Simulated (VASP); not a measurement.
Here is a VASP 6.6.1 calculation.

File INCAR:

```
ALGO = Normal ; EDIFF = 1E-6
ENCUT = 500 ; GGA = PS
GGA_COMPAT = False ; ISIF = 2
ISMEAR = 0 ; LASPH = True
LCHARG = True ; LELF = True
LREAL = False ; LVHAR = True
LWAVE = False ; NBANDS = 12
NELM = 120 ; PREC = Accurate
SIGMA = 0.1
```

The input KPOINTS:

```
k-points
0
Gamma
  6 6 2
```

Contents of POSCAR:

```
P
1.0
    3.8369229451      0.0000000000      0.0000000000
   -1.9184614726      3.3228727429      0.0000000000
    0.0000000000      0.0000000000      9.9993299231
P
2
Direct
    0.3333333333      0.6666666667      0.2500000000
    0.6666666667      0.3333333333      0.7500000000
```

Potentials or basis: VASP PAW PBE potentials, release 64 (P).

Command:

```bash
$ cat potpaw_PBE.64/P/POTCAR > POTCAR
$ mpirun -np 1 vasp_std > vasp.out
```

Task: Estimate the pressure.

Result: -6.0 GPa.

Task: Predict the band gap on the k mesh.

Result: Zero (bands 5 and 6 overlap by 2.28 eV).

Stress tensor (GPa, compression positive):
```
-8.74  0.00  0.00
 0.00 -8.74  0.00
 0.00  0.00 -0.57
```

Caveat: the cell differs from its parent crystal (Bi replaced by P, lengths x 0.834, strained); the stress differs along the axes, from -9 to -1 GPa; the PAW data sets were made with another functional, which shifts forces and pressure a little; this functional lacks dispersion, which binds layers or chains, so the pressure and a relaxed spacing across them are unreliable.
